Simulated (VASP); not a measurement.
# CsCl in VASP: a series of runs

Aim: see how the results for CsCl move with the level of theory and the settings. Levels: PBEsol, RPBE. Tasks: single point, relaxation of cell and atoms.

Everything below comes from runs of VASP 6.6.1. Logs are shortened: lines on timing, memory, paths and dates and some standing lists are left out, and cuts for length are marked.

**1. The cell of the first run**

Symmetry: P4/mmm, No. 123, tetragonal system. Conventional cell: a = 4.065 Å, b = 4.065 Å, c = 4.086 Å, α = 90.00°, β = 90.00°, γ = 90.00°. Cs (site symmetry 4/mmm) has 8 Cl at 3.53 Å and 6 Cs at 4.07 to 4.09 Å within 4.6 Å. Within 4.6 Å of Cl (site symmetry 4/mmm) lie 8 Cs at 3.53 Å and 6 Cl at 4.07 to 4.09 Å.

**2. Single point, PBEsol (z stretched by +0.5 %, x and y held)**

Input file INCAR:

```
PREC = Accurate ; ENCUT = 500
EDIFF = 1E-6 ; ISMEAR = 0
SIGMA = 0.01 ; LREAL = False
LASPH = True ; NELM = 120
ALGO = Normal ; ISIF = 2
LWAVE = False ; LCHARG = True
GGA = PS ; LELF = True
LVHAR = True ; NBANDS = 15
GGA_COMPAT = False
```

Input file KPOINTS:

```
regular mesh
0
Gamma
  6 6 6
```

Input file POSCAR:

```
CsCl
1.0
    4.0653446562      0.0000000000      0.0000000000
    0.0000000000      4.0653446562      0.0000000000
    0.0000000000      0.0000000000      4.0856713795
Cs Cl
1 1
Direct
    0.0000000000      0.0000000000      0.0000000000
    0.5000000000      0.5000000000      0.5000000000
```

Potentials or basis: VASP PAW PBE potentials, release 64 (Cs_sv, Cl).

Run with:

```bash
cat potpaw_PBE.64/Cs_sv/POTCAR potpaw_PBE.64/Cl/POTCAR > POTCAR
mpirun -np 1 vasp_std > vasp.out
```

OUTCAR:

```text
PREC = Accurate
   ENCUT = 500
   EDIFF = 1E-6
   ISMEAR = 0
   LREAL = False
   LASPH = True
   NELM = 120
   ISIF = 2
   GGA = PS

 ion  position               nearest neighbor table
   1  0.000  0.000  0.000-
   2  0.500  0.500  0.500-

  LATTYP: Found a simple tetragonal cell.
 ALAT       =     4.0653446562
 C/A-ratio  =     1.0050000000

  Lattice vectors:

 A1 = (   4.0653446562,   0.0000000000,   0.0000000000)
 A2 = (   0.0000000000,   4.0653446562,   0.0000000000)
 A3 = (   0.0000000000,   0.0000000000,   4.0856713795)

Analysis of symmetry for initial positions (statically):
=====================================================================
 Subroutine PRICEL returns:
 Original cell was already a primitive cell.

 Routine SETGRP: Setting up the symmetry group for a
 simple tetragonal supercell.

 Subroutine GETGRP returns: Found 16 space group operations
 (whereof 16 operations were pure point group operations)
 out of a pool of 16 trial point group operations.

The static configuration has the point symmetry D_4h.

Analysis of symmetry for dynamics (positions and initial velocities):
=====================================================================
 Subroutine PRICEL returns:
 Original cell was already a primitive cell.

 Routine SETGRP: Setting up the symmetry group for a
 simple tetragonal supercell.

 Subroutine GETGRP returns: Found 16 space group operations
 (whereof 16 operations were pure point group operations)
 out of a pool of 16 trial point group operations.

The dynamic configuration has the point symmetry D_4h.

 Subroutine INISYM returns: Found 16 space group operations
 (whereof 16 operations are pure point group operations),
 and found     1 'primitive' translations

----------------------------------------------------------------------------------------

                                     Primitive cell

  volume of cell :      67.5240

  direct lattice vectors                    reciprocal lattice vectors
     4.065344656  0.000000000  0.000000000     0.245981604  0.000000000  0.000000000
     0.000000000  4.065344656  0.000000000     0.000000000  0.245981604  0.000000000
     0.000000000  0.000000000  4.085671379     0.000000000  0.000000000  0.244757815

  length of vectors
     4.065344656  4.065344656  4.085671379     0.245981604  0.245981604  0.244757815

  position of ions in fractional coordinates (direct lattice)
     0.000000000  0.000000000  0.000000000
     0.500000000  0.500000000  0.500000000

  ion indices of the primitive-cell ions
   primitive index   ion index
                 1           1
                 2           2

----------------------------------------------------------------------------------------

 KPOINTS: regular mesh

Automatic generation of k-mesh.
 Grid dimensions read from file:
 generate k-points for:    6    6    6

 Generating k-lattice:

  Cartesian coordinates                     Fractional coordinates (reciprocal lattice)
     0.040996934  0.000000000  0.000000000     0.166666667  0.000000000  0.000000000
     0.000000000  0.040996934  0.000000000     0.000000000  0.166666667  0.000000000
     0.000000000  0.000000000  0.040792969     0.000000000  0.000000000  0.166666667

  Length of vectors
     0.040996934  0.040996934  0.040792969

  Shift w.r.t. Gamma in fractional coordinates (k-lattice)
     0.000000000  0.000000000  0.000000000

 Subroutine IBZKPT returns following result:
 ===========================================

 Found     40 irreducible k-points:

 Following reciprocal coordinates:
            Coordinates               Weight
  0.000000  0.000000  0.000000      1.000000
  0.166667  0.000000  0.000000      4.000000
  0.333333  0.000000  0.000000      4.000000
  0.500000  0.000000  0.000000      2.000000
  0.166667  0.166667  0.000000      4.000000
  0.333333  0.166667  0.000000      8.000000
[... 16 lines left out ...]
  0.333333  0.000000  0.333333      8.000000
  0.500000  0.000000  0.333333      4.000000
 [... further k-points ...]
   k-points           NKPTS =     40   k-points in BZ     NKDIM =     40   number of bands    NBANDS=     15
   number of dos      NEDOS =    301   number of ions     NIONS =      2
   total plane-waves  NPLWV =  27000
   dimension x,y,z NGX =    30 NGY =   30 NGZ =   30
   dimension x,y,z NGXF=    60 NGYF=   60 NGZF=   60
   ions per type =               1   1
   NGX,Y,Z   is equivalent  to a cutoff of  12.27, 12.27, 12.21 a.u.
   NGXF,Y,Z  is equivalent  to a cutoff of  24.54, 24.54, 24.41 a.u.
 SYSTEM =  unknown system
   PREC   = accura    normal or accurate (medium, high low for compatibility)
   ISTART =      0    job   : 0-new  1-cont  2-samecut
   ICHARG =      2    charge: 1-file 2-atom 10-const
   ISPIN  =      1    spin polarized calculation?
   LNONCOLLINEAR =      F non collinear calculations
   LSORBIT =      F    spin-orbit coupling
   LASPH  =      T    aspherical Exc in radial PAW
   ENCUT  =  500.0 eV  36.75 Ry    6.06 a.u.   7.41  7.41  7.45*2*pi/ulx,y,z
   NELM   =    120;   NELMIN=  2; NELMDL= -5     # of ELM steps
   EDIFF  = 0.1E-05   stopping-criterion for ELM
   LREAL  =      F    real-space projection
   EDIFFG = 0.1E-04   stopping-criterion for IOM
   NSW    =      0    number of steps for IOM
   IBRION =     -1    ionic relax: 0-MD 1-quasi-New 2-CG
   NFREE  =      0    steps in history (QN), initial steepest desc. (CG)
   ISIF   =      2    stress and relaxation
   ISYM   =      2    0-nonsym 1-usesym 2-fastsym
   POTIM  = 0.5000    time-step for ionic-motion
   TEBEG  =    0.0;   TEEND  =   0.0 temperature during run
   PSTRESS=    0.0 pullay stress
   NELECT =      16.0000    total number of electrons
   NUPDOWN=      -1.0000    fix difference up-down
   EMIN   =  10.00;   EMAX   =-10.00  energy-range for DOS
   EFERMI =   0.00;   METHOD = LEGACY
   ISMEAR =     0;   SIGMA  =   0.01  broadening in eV -4-tet -1-fermi 0-gaus
   EFERMI_NEDOS =   21; number of points for ismear=-14 and -15
   IALGO  =     38    algorithm
   IMIX   =      4    mixing-type and parameters
     AMIX     =   0.40;   BMIX     =  1.00
     AMIX_MAG =   1.60;   BMIX_MAG =  1.00
  volume/ion in A,a.u.               =      33.76       227.84
  Fermi-wavevector in a.u.,A,eV,Ry     =   1.013045  1.914378 13.963119  1.026260
  Thomas-Fermi vector in A             =   2.146191
   LORBIT       =      0    0 simple, 1 ext, 2 COOP (PROOUT), +10 PAW based schemes
   GGA     = PS    functional components
   LHFCALC =     F    Hartree Fock is set to
   AEXX    =    0.0000 exact exchange contribution
   IVDW    =     0    specifies the selected vdW correction
   LEPSILON=     F    determine dielectric tensor
   LRPA    =     F    only Hartree local field effects (RPA)
 non-spin polarized calculation
 Gauss-broadening in eV      SIGMA  =   0.01
  energy-cutoff  :      500.00
  volume of cell :       67.52
 maximum number of plane-waves:      1743
 NGX is ok and might be reduce to    30
   NGX = 15   NGY = 15   NGZ = 15

 number of electron      16.0000008 magnetization

 Free energy of the ion-electron system (eV)
  ---------------------------------------------------
  ext. energy  EPLUGINS =         0.00000000
  ---------------------------------------------------
  free energy    TOTEN  =        -6.84499393 eV

  energy without entropy =       -6.84499393  energy(sigma->0) =       -6.84499393

 E-fermi :  -0.1592     XC(G=0):  -8.6502

 val. band max:       -0.2043834657   @ k =   0.0000   0.0000   0.0000
 cond. band min:       4.9925245830   @ k =   0.0000   0.0000   0.0000
 fundamental gap:      5.1969080487
 Fermi energy:        -0.1592312422

 k-point     1 :       0.0000    0.0000    0.0000
  band No.  band energies     occupation
      1     -19.5389      2.00000
      2     -12.4187      2.00000
      3      -5.9924      2.00000
      4      -5.9760      2.00000
      5      -5.9760      2.00000
      6      -0.2195      2.00000
      7      -0.2044      2.00000
      8      -0.2044      2.00000
      9       4.9925      0.00000
     10       5.0137      0.00000
     11       5.0151      0.00000
     12       9.9024      0.00000
     13       9.9024      0.00000
     14       9.9503      0.00000
     15      13.0262      0.00000

 k-point     2 :       0.1667    0.0000    0.0000
  band No.  band energies     occupation
      1     -19.5145      2.00000
      2     -12.4322      2.00000
      3      -6.1427      2.00000
      4      -5.9509      2.00000
      5      -5.9352      2.00000
      6      -0.5953      2.00000
      7      -0.2885      2.00000
      8      -0.2709      2.00000
      9       5.2015      0.00000
     10       5.6155      0.00000
     11       5.7716      0.00000
     12       9.6693      0.00000
     13       9.7089      0.00000
     14      10.0730      0.00000
     15      11.5220      0.00000

 k-point     3 :       0.3333    0.0000    0.0000
  band No.  band energies     occupation
      1     -19.4648      2.00000
      2     -12.4634      2.00000
      3      -6.4345      2.00000
      4      -5.8647      2.00000
      5      -5.8503      2.00000
      6      -1.2318      2.00000
      7      -0.4331      2.00000
      8      -0.4103      2.00000
      9       5.7192      0.00000
     10       6.8059      0.00000
     11       7.5770      0.00000
     12       9.4120      0.00000
     13       9.4363      0.00000
     14       9.7116      0.00000
     15      10.5054      0.00000

 k-point     4 :       0.5000    0.0000    0.0000
  band No.  band energies     occupation
      1     -19.4394      2.00000
      2     -12.4812      2.00000
      3      -6.5626      2.00000
      4      -5.8197      2.00000
      5      -5.8061      2.00000
      6      -1.5053      2.00000
      7      -0.5086      2.00000
      8      -0.4833      2.00000
      9       6.1129      0.00000
     10       7.4720      0.00000
     11       8.7352      0.00000
     12       8.8694      0.00000
     13       9.3697      0.00000
     14       9.3849      0.00000
     15      10.8071      0.00000
[... 307 lines left out ...]
 k-point    22 :       0.1667    0.0000    0.3333
  band No.  band energies     occupation
      1     -19.4464      2.00000
      2     -12.4419      2.00000
      3      -6.4883      2.00000
      4      -6.0976      2.00000
      5      -5.8240      2.00000
      6      -1.1144      2.00000
      7      -0.4786      2.00000
      8      -0.3939      2.00000
      9       6.0239      0.00000
     10       6.8420      0.00000
     11       7.5036      0.00000
     12       8.8124      0.00000
     13       9.1408      0.00000
     14       9.9032      0.00000
     15      10.7901      0.00000

 k-point    23 :       0.3333    0.0000    0.3333
  band No.  band energies     occupation
      1     -19.4026      2.00000
      2     -12.3926      2.00000
      3      -6.6607      2.00000
      4      -6.4897      2.00000
      5      -5.7636      2.00000
      6      -0.9403      2.00000
      7      -0.5690      2.00000
      8      -0.3552      2.00000
      9       5.9610      0.00000
     10       6.4683      0.00000
     11       8.1310      0.00000
     12       8.7977      0.00000
     13       8.8305      0.00000
     14       9.8075      0.00000
     15      11.2684      0.00000

 k-point    24 :       0.5000    0.0000    0.3333
  band No.  band energies     occupation
      1     -19.3804      2.00000
      2     -12.3680      2.00000
      3      -6.7893      2.00000
      4      -6.6224      2.00000
      5      -5.7326      2.00000
      6      -0.8439      2.00000
      7      -0.6296      2.00000
      8      -0.3368      2.00000
      9       5.8910      0.00000
     10       6.1531      0.00000
     11       8.0580      0.00000
     12       8.1749      0.00000
     13       9.4927      0.00000
     14      10.9617      0.00000
     15      12.2113      0.00000

 [... further k-points ...]
[... 5 lines left out ...]
  --------------------------------------------------------------------------------------
  -------------------------------------------------------------------------------------
  Total        0.0150015      0.0150015     -0.0451531      0.0000000      0.0000000     -0.0000000
  in kB        0.3559474      0.3559474     -1.0713712      0.0000000      0.0000000     -0.0000000
  external PRESSURE =      -0.1198255 kB  Pullay stress =       0.0000000 kB

 VOLUME and BASIS-vectors are now :
 -----------------------------------------------------------------------------
  energy-cutoff  :      500.00
  volume of cell :       67.52
      direct lattice vectors                 reciprocal lattice vectors
     4.065344656  0.000000000  0.000000000     0.245981604  0.000000000  0.000000000
     0.000000000  4.065344656  0.000000000     0.000000000  0.245981604  0.000000000
     0.000000000  0.000000000  4.085671379     0.000000000  0.000000000  0.244757815

 POSITION                                       TOTAL-FORCE (eV/Angst)
 -----------------------------------------------------------------------------------
      0.00000      0.00000      0.00000         0.000000      0.000000      0.000000
      2.03267      2.03267      2.04284         0.000000      0.000000      0.000000
 -----------------------------------------------------------------------------------
    total drift:                                0.000000      0.000000      0.000000

  FREE ENERGIE OF THE ION-ELECTRON SYSTEM (eV)
  ---------------------------------------------------
  free  energy   TOTEN  =        -6.8449939268 eV

  energy  without entropy=       -6.8449939268  energy(sigma->0) =       -6.84499393
```

Wall time 29 s (1 thread of Intel Xeon Platinum 8259CL at 2.50GHz (Skylake/Cascade Lake), shared host); peak memory 0.18 GiB.

Results:

| Item | Value |
| --- | --- |
| Free energy | -6.8450 eV |
| Pressure | 0.0 GPa |
| Band gap on the k mesh | 5.20 eV |

Stress tensor (GPa, compression positive):
```
 0.04  0.00  0.00
 0.00  0.04  0.00
 0.00  0.00 -0.11
```

Caveat: the cell differs from its parent crystal (z stretched by +0.5 %, x and y held); the PAW data sets were made with another functional, which shifts forces and pressure a little; spin-orbit coupling is left out, which moves the levels of the heavy elements.

**3. Relaxation of cell and atoms, PBEsol**

This run uses another cell than the first one, of 35.04 Å³/atom.

Input file INCAR:

```
SYSTEM = CsCl
PREC = Accurate
ENCUT = 500
EDIFF = 1E-7
ISMEAR = 0
SIGMA = 0.01
LREAL = .False.
LASPH = .True.
NELM = 120
ALGO = Normal
ISIF = 3
LWAVE = .False.
LCHARG = .False.
GGA = PS
IBRION = 2
NSW = 100
EDIFFG = -0.002
GGA_COMPAT = .False.
NELMIN = 4
```

Input file KPOINTS:

```
regular mesh
0
Gamma
  6 6 6
  0 0 0
```

Input file POSCAR:

```
CsCl
1.0
    4.1230000000      0.0000000000      0.0000000000
    0.0000000000      4.1230000000      0.0000000000
    0.0000000000      0.0000000000      4.1230000000
Cs Cl
1 1
Direct
    0.0000000000      0.0000000000      0.0000000000
    0.5000000000      0.5000000000      0.5000000000
```

Potentials or basis: VASP PAW PBE potentials, release 64 (Cs_sv, Cl).

Run with:

```bash
cat potpaw_PBE.64/Cs_sv/POTCAR potpaw_PBE.64/Cl/POTCAR > POTCAR
mpirun -np 1 vasp_std > vasp.out
```

Wall time 34 s (1 thread of Intel Xeon Platinum 8259CL at 2.50GHz (Skylake/Cascade Lake), shared host); peak memory 0.17 GiB.

It converged, with:

```
Free energy                           : -6.8458 eV
Relaxed volume                        : 33.75 Å³/atom
Relaxed cell                          : a = 4.072 Å, b = 4.072 Å, c = 4.072 Å, α = 90.00°, β = 90.00°, γ = 90.00°
Space group after relaxing (to 0.1 Å) : Pm-3m (No. 221)
Energy gained by relaxing             : 2.7 meV/atom
Ionic steps                           : 4
Pressure after relaxing               : 0.0 GPa
Band gap on the k mesh                : 5.22 eV
```

Step by step:
```csv
step,energy change (eV),largest force (eV/Å),pressure (GPa),volume (Å³)
1,0.0000,0.0000,-0.64,70.09
2,-0.0042,0.0000,-0.31,68.69
3,-0.0053,0.0000,-0.01,67.55
4,-0.0053,0.0000,0.00,67.50
```

Final structure:
```
Cs Cl
1.0
     4.07159    0.00000    0.00000
     0.00000    4.07159    0.00000
     0.00000    0.00000    4.07159
Cs Cl
1 1
Direct
  0.00000 0.00000 0.00000
  0.50000 0.50000 0.50000
```

Levels at points of the mesh, in eV from the valence-band top:
```
           k point  band 5  band 6  band 7  band 8  band 9  band 10  band 11  band 12
(0.00, 0.00, 0.00)   -5.77    0.00    0.00    0.00    5.22     5.22     5.22    10.13
(0.50, 0.00, 0.00)   -5.60   -1.30   -0.28   -0.28    6.32     7.67     8.94     9.08
(0.50, 0.50, 0.00)   -5.50   -0.44   -0.44   -0.08    5.84     5.91     7.93     7.93
(0.50, 0.50, 0.50)   -6.36   -1.24   -1.24   -1.24    8.58     8.58     8.58    10.58
```

Caveat: the PAW data sets were made with another functional, which shifts forces and pressure a little; spin-orbit coupling is left out, which moves the levels of the heavy elements.

(Continued in part 2 of 2.)
